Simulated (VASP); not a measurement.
Set up this calculation in VASP 6.6.1, as the native input.

```yaml
Task: single point
Functional: LDA
Potentials_or_basis: VASP PAW LDA potentials, release 64 (Na_pv, Cl)
Cutoff: 520 eV
k_mesh: 8 × 8 × 8
Occupations: gaussian, width 0.01 eV
Spin: no spin polarisation
Dipole_correction: no
Further_INCAR_settings: ALGO = Normal; EDIFF = 1e-07; NBANDS = 14
```

The structure of NaCl lies in POSCAR:

```
NaCl
1.0
    0.0000000000      2.7185326392      2.7185326392
    2.7185326392      0.0000000000      2.7185326392
    2.7185326392      2.7185326392      0.0000000000
Na Cl
1 1
Direct
    0.0000000000      0.0000000000      0.0000000000
    0.5000000000      0.5000000000      0.5000000000
```

One way to write it, as run:

INCAR

```
SYSTEM = NaCl
  ALGO = Normal
  EDIFF = 1E-7
  ENCUT = 520
  GGA = CA
  ISIF = 2
  ISMEAR = 0
  LASPH = .TRUE.
  LCHARG = .TRUE.
  LELF = .TRUE.
  LREAL = .FALSE.
  LVHAR = .TRUE.
  LWAVE = .FALSE.
  NBANDS = 14
  NELM = 60
  PREC = Accurate
  SIGMA = 0.01
```

KPOINTS

```
k-points
0
G
  8 8 8
  0 0 0
```

Potentials or basis: VASP PAW LDA potentials, release 64 (Na_pv, Cl).

The run is started by

```bash
$ cat potpaw_LDA.64/Na_pv/POTCAR potpaw_LDA.64/Cl/POTCAR > POTCAR
$ mpirun -np 1 vasp_std > vasp.out
```

Results of the run:

```json
{
 "Pressure": "0.5 GPa",
 "Band gap on the k mesh": "5.15 eV"
}
```

It took 17 s on 1 thread of Intel Xeon 8259CL, on a shared host, peak memory 0.15 GiB.
